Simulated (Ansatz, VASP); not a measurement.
## Fe: VASP beside Ansatz

INCAR

```
SYSTEM = Fe
PREC = Accurate ; ENCUT = 520
EDIFF = 1E-6 ; ISMEAR = -1
SIGMA = 0.05 ; LREAL = .FALSE.
LASPH = .TRUE. ; NELM = 150
ALGO = Normal ; ISIF = 2
LWAVE = .FALSE. ; LCHARG = .FALSE.
ISPIN = 2 ; MAGMOM = 2.395 -2.395
LORBIT = 11 ; LMAXMIX = 4
GGA = RP ; NBANDS = 19
```

File KPOINTS:

```
regular mesh
0
G
  13 13 13
  0 0 0
```

POSCAR

```
Fe
1.0
    0.0000000000      2.4852037377      2.4852037377
    2.4852037377      0.0000000000      2.4852037377
    2.4852037377      2.4852037377      0.0000000000
Fe
2
Direct
    0.0000000000      0.0000000000      0.0000000000
    0.5000000000      0.5000000000      0.5000000000
```

Input for Ansatz:

```yaml
crystal:
  lattice:
    - [0.0, 2.4852037377, 2.4852037377]
    - [2.4852037377, 0.0, 2.4852037377]
    - [2.4852037377, 2.4852037377, 0.0]
  atoms:
    - { symbol: Fe, position: [0.0, 0.0, 0.0], spin: 2.395 }
    - { symbol: Fe, position: [0.5, 0.5, 0.5], spin: -2.395 }
hamiltonian:
  xc: rpbe
  pseudopotentials:
    kind: paw
    azcp:
      Fe: "pseudopotentials/Fe.paw.azcp"
basis:
  ecutwfc: 420
  fft_grid_basis: typed
kpoints:
  mp_grid: { grid: [13, 13, 13], shift: [0, 0, 0] }
magnetization:
  spin_polarized: true
scf:
  occupations: { method: fermi_dirac, width: 0.05 }
  lower_state_search: "off"
output:
  stress: true
  write_density: true
  write_potential: true
  elf: true
  volumetric_format: npy
```

Alike in both runs: task single point; functional RPBE; k mesh 13 × 13 × 13; occupations fermi-dirac, width 0.05 eV; collinear spin.

|  | VASP | Ansatz |
| --- | --- | --- |
| version | VASP 6.6.1 | Ansatz 0.2.0 |
| potentials or method | VASP PAW PBE potentials, release 64 (Fe), cutoff 520 eV | plane waves (420 eV) with PAW, scalar-relativistic |
| valence electrons in the cell | 16 | 32 |

Ansatz gave:

| Property | Result |
| --- | --- |
| pressure (GPa) | -5.8 |
| net moment per atom (μB) | 0.00 |
| size of the moment on the site where the two differ most (μB) | 2.57 |

Q: Which values does VASP return?

A: Pressure (GPa): -6.0; net moment per atom (μB): 0.00; size of the moment on the site where the two differ most (μB): 2.62.

VASP's potentials were made for PBE, not for RPBE. Site moments also hang on the region over which each program counts them. VASP's potentials hold 16 valence electrons a cell and Ansatz's 32, so a difference there can come from the potentials and not from the codes.
